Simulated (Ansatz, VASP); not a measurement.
**InSe: VASP beside Ansatz**

```
CELL_PARAMETERS angstrom
4.04733 0.00000 0.00000
-2.02366 3.50509 0.00000
0.00000 0.00000 18.05206
ATOMIC_POSITIONS crystal
In 0.33333 0.66667 0.07739
In 0.33333 0.66667 0.92261
In 0.00000 0.00000 0.42261
In 0.00000 0.00000 0.57739
Se 0.33333 0.66667 0.35298
Se 0.33333 0.66667 0.64702
Se 0.66667 0.33333 0.14700
Se 0.66667 0.33333 0.85300
```

Alike in both runs: functional PBEsol; k mesh 6 × 6 × 2; occupations fermi-dirac, width 0.05 eV; no spin polarisation.

|  | VASP | Ansatz |
| --- | --- | --- |
| version | VASP 6.6.1 | Ansatz 0.2.0 |
| potentials or method | VASP PAW PBE potentials, release 64 (In_d, Se) | Ansatz PAW |
| plane-wave cutoff (eV) | 520 | 420 |
| valence electrons in the cell | 76 | 116 |
| task | single point | band structure |

```tsv
	VASP	Ansatz	Ansatz less VASP
gap on the k mesh at the Fermi level (eV)	0.63	0.64	+0.011
least direct gap on the mesh (eV)	0.63	0.64	+0.011
pressure (GPa)	-0.7	-0.8	-0.05
traceless stress, the component that is largest in VASP (GPa)	0.21	0.22	+0.011
rms of the force components (eV/Å)	0.035	0.025	-0.0098
```

VASP's potentials were made for PBE, not for PBEsol. Atom by atom the forces differ by 0.011 eV/Å (rms over components). VASP's potentials hold 76 valence electrons a cell and Ansatz's 116, so a difference there can come from the potentials and not from the codes.
